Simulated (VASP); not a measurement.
Here is a VASP 6.6.1 calculation.

File POSCAR:

```
AlN
1.0
    0.0000000000      2.1839935596      2.1839935596
    2.1839935596      0.0000000000      2.1839935596
    2.1839935596      2.1839935596      0.0000000000
Al N
1 1
Direct
    0.0000000000      0.0000000000      0.0000000000
    0.2500000000      0.2500000000      0.2500000000
```

INCAR.step1

```
SYSTEM = AlN
PREC     = Accurate       ! precision mode
ENCUT    = 520            ! plane-wave cutoff, eV
EDIFF    = 1E-5           ! SCF threshold, eV
ISMEAR   = -1             ! smearing method
SIGMA    = 0.05           ! smearing width, eV
LREAL    = .False.        ! projectors in reciprocal space
LASPH    = .True.         ! aspherical terms in the spheres
NELM     = 100            ! most SCF steps
ALGO     = Normal         ! electronic algorithm
ISIF     = 2              ! what is computed and relaxed
LWAVE    = .True.         ! write WAVECAR
LCHARG   = .False.        ! write CHGCAR
NBANDS   = 11             ! bands
GGA      = PE             ! functional
```

INCAR.step2

```
SYSTEM = AlN
PREC     = Accurate       ! precision mode
ENCUT    = 520            ! plane-wave cutoff, eV
EDIFF    = 1E-6           ! SCF threshold, eV
ISMEAR   = -1             ! smearing method
SIGMA    = 0.05           ! smearing width, eV
LREAL    = .False.        ! projectors in reciprocal space
LASPH    = .True.         ! aspherical terms in the spheres
NELM     = 100            ! most SCF steps
ALGO     = Normal         ! electronic algorithm
ISIF     = 2              ! what is computed and relaxed
LWAVE    = .False.        ! write WAVECAR
LCHARG   = .False.        ! write CHGCAR
GGA      = B5             ! functional
LHFCALC  = .True.         ! exact exchange
AEXX     = 0.5            ! exact-exchange fraction
ALDAX    = 0.5          
AGGAX    = 0.5          
AGGAC    = 1.0          
ALDAC    = 0.0          
PRECFOCK = Normal       
NBANDS   = 11             ! bands
ISTART   = 1
```

The input KPOINTS:

```
regular mesh
0
Gamma
  5 5 5
  0 0 0
```

Potentials or basis: VASP PAW PBE potentials, release 64 (Al, N).

Command:

```bash
$ cat potpaw_PBE.64/Al/POTCAR potpaw_PBE.64/N/POTCAR > POTCAR
$ cp INCAR.step1 INCAR
$ mpirun -np 1 vasp_std > vasp.out
$ cp INCAR.step2 INCAR
$ mpirun -np 1 vasp_std > vasp.out
```

Question: What does it give for the band gap on the k mesh?

Answer: 8.43 eV (least direct gap 8.83 eV).

Question: Estimate the pressure.

Answer: -2.5 GPa.

Caveat: the k points lie up to 0.50 Å⁻¹ apart; the PAW data sets were made with another functional, which shifts forces and pressure a little; an odd mesh through Γ misses points on the zone boundary, where band edges can lie.
